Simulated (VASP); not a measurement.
Write the native input for VASP 6.6.1 that does the following.

* Task: single point
* Functional: PBE
* Potentials or basis: VASP PAW PBE potentials, release 64 (Be, Al, S)
* Cutoff: 520 eV
* k mesh: 4 × 4 × 4
* Occupations: gaussian, width 0.1 eV
* Spin: no spin polarisation
* Dipole correction: no
* Further INCAR settings: ALGO = Normal; EDIFF = 1e-06; NBANDS = 20

The structure of BeAlS3 lies in POSCAR:

```
BeAlS3
1.0
    4.3148958374      0.0000000000      0.0000000000
    0.0000000000      4.3148958374      0.0000000000
    0.0000000000      0.0000000000      6.5181544913
Be Al S
1 1 3
Direct
    0.0000000000      0.0000000000     -0.3110951625
    0.5000000000      0.5000000000      0.4595896893
    0.5000000000      0.5000000000      0.1259180237
    0.5000000000      0.0000000000      0.6267937097
    0.0000000000      0.5000000000      0.6267937097
```

These files were run (other wordings do the same):

INCAR

```
SYSTEM = BeAlS3
ALGO = Normal
EDIFF = 1E-6
ENCUT = 520
GGA = PE
ISIF = 2
ISMEAR = 0
LASPH = .TRUE.
LCHARG = .TRUE.
LELF = .TRUE.
LREAL = .FALSE.
LVHAR = .TRUE.
LWAVE = .FALSE.
NBANDS = 20
NELM = 100
PREC = Accurate
SIGMA = 0.1
```

KPOINTS

```
k-points
0
G
  4 4 4
  0 0 0
```

Potentials or basis: VASP PAW PBE potentials, release 64 (Be, Al, S).

Command:

```sh
$ cat potpaw_PBE.64/Be/POTCAR potpaw_PBE.64/Al/POTCAR potpaw_PBE.64/S/POTCAR > POTCAR
$ mpirun -np 1 vasp_std > vasp.out
```

Results of the run:

```json
{"Pressure": "0.0 GPa", "Largest force": "0.013 eV/Å"}
```

Caveat: the k points lie up to 0.36 Å⁻¹ apart.

Run time: 36 s on 1 thread of Intel(R) Xeon(R) Platinum 8375C CPU @ 2.90GHz (Ice Lake), on a shared host, peak memory 0.22 GiB.
